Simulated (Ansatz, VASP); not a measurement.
## Two plane-wave programs on MgO

```
CELL_PARAMETERS angstrom
0.00000 2.05952 2.09294
2.05952 0.00000 2.09294
2.05952 2.05952 0.00000
ATOMIC_POSITIONS crystal
Mg 0.00000 0.00000 0.00000
O 0.50000 0.50000 0.50000
```

Alike in both runs: task single point; functional LDA; k mesh 8 × 8 × 8; no spin polarisation.

|  | VASP | Ansatz |
| --- | --- | --- |
| version | VASP 6.6.1 | Ansatz 0.2.0 |
| potentials or method | VASP PAW LDA potentials, release 64 (Mg, O), cutoff 600 eV | scalar-relativistic, plane waves, PAW |
| occupations | gaussian, width 0.01 eV | fixed |
| valence electrons in the cell | 8 | 16 |

|  | VASP | Ansatz | Ansatz less VASP |
| --- | --- | --- | --- |
| gap on the k mesh at the Fermi level (eV) | 5.15 | 5.15 | +0.003 |
| least direct gap on the mesh (eV) | 5.15 | 5.15 | +0.003 |
| pressure (GPa) | 0.4 | 2.6 | +2.14 |
| traceless stress, the component that is largest in VASP (GPa) | -2.60 | -2.58 | +0.025 |

Ansatz warns that its potentials were made for another functional, while VASP's fit it. LDA's correlation is that of Perdew and Zunger in VASP and of Perdew and Wang (1992) in Ansatz. VASP's potentials hold 8 valence electrons a cell and Ansatz's 16, so a difference there can come from the potentials and not from the codes.
